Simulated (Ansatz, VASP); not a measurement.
Si in VASP and in Ansatz

INCAR

```
  ALGO = Normal
  EDIFF = 1E-6
  ENCUT = 520
  ISIF = 2
  ISMEAR = 0
  LASPH = T
  LCHARG = F
  LREAL = F
  LWAVE = F
  NBANDS = 11
  NELM = 60
  PREC = Accurate
  SIGMA = 0.01
```

The input KPOINTS:

```
k-points
0
Gamma
  8 8 8
```

File POSCAR:

```
Si
1.0
    2.6447594428      2.6447594428      0.0000000000
   -2.6447594428      2.6447594428      0.0000000000
    0.0000000000      2.6447594428      2.6447594428
Si
2
Direct
    0.2500000000      0.7500000000      0.5000000000
    0.0000000000      0.0000000000      0.0000000000
```

Input for Ansatz:

```yaml
crystal:
  lattice:
    - [2.64475944282, 2.64475944282, 0.0]
    - [-2.64475944282, 2.64475944282, 0.0]
    - [0.0, 2.64475944282, 2.64475944282]
  atoms:
    - { symbol: Si, position: [0.25, 0.75, 0.5] }
    - { symbol: Si, position: [0.0, 0.0, 0.0] }
kpoints:
  mp_grid: { grid: [8, 8, 8] }
scf:
  occupations: { method: fixed }
  convergence: { dr2_threshold: 1.0e-10 }
hamiltonian:
  xc: lda
  pseudopotentials: { kind: all_electron, lapw: { basis_error: 0.0005 } }
output:
  forces: true
  stress: true
  eigenstates:
    kpoints:
      - [0.0, 0.0, 0.0]
      - [0.423040134, -0.423040135, 0.0]
      - [0.423040134, 0.423040135, 0.423040134]
      - [0.0, 0.0, 0.423040134]
      - [-0.5, -0.5, -0.5]
      - [-0.5, 0.5, 0.0]
      - [0.0, 0.0, -0.5]
      - [0.0, -0.5, -0.5]
      - [0.0, 0.5, 0.0]
      - [-0.5, 0.0, 0.0]
      - [-0.5, 0.0, -0.5]
  eigenvalues: true
```

Alike in both runs: task single point; functional LDA; k mesh 8 × 8 × 8; no spin polarisation.

|  | VASP | Ansatz |
| --- | --- | --- |
| version | VASP 6.6.1 | Ansatz 0.2.0 |
| potentials or method | VASP PAW LDA potentials, release 64 (Si), cutoff 520 eV | all-electron LAPW, scalar-relativistic |
| occupations | gaussian, width 0.01 eV | fixed |

|  | VASP | Ansatz | Ansatz less VASP |
| --- | --- | --- | --- |
| gap on the k mesh at the Fermi level (eV) | 0.38 | 0.39 | +0.005 |
| pressure (GPa) | 7.0 | 6.9 | -0.16 |

LDA's correlation is that of Perdew and Zunger in VASP and of Perdew and Wang (1992) in Ansatz. Ansatz ran all-electron here, and VASP with PAW potentials.
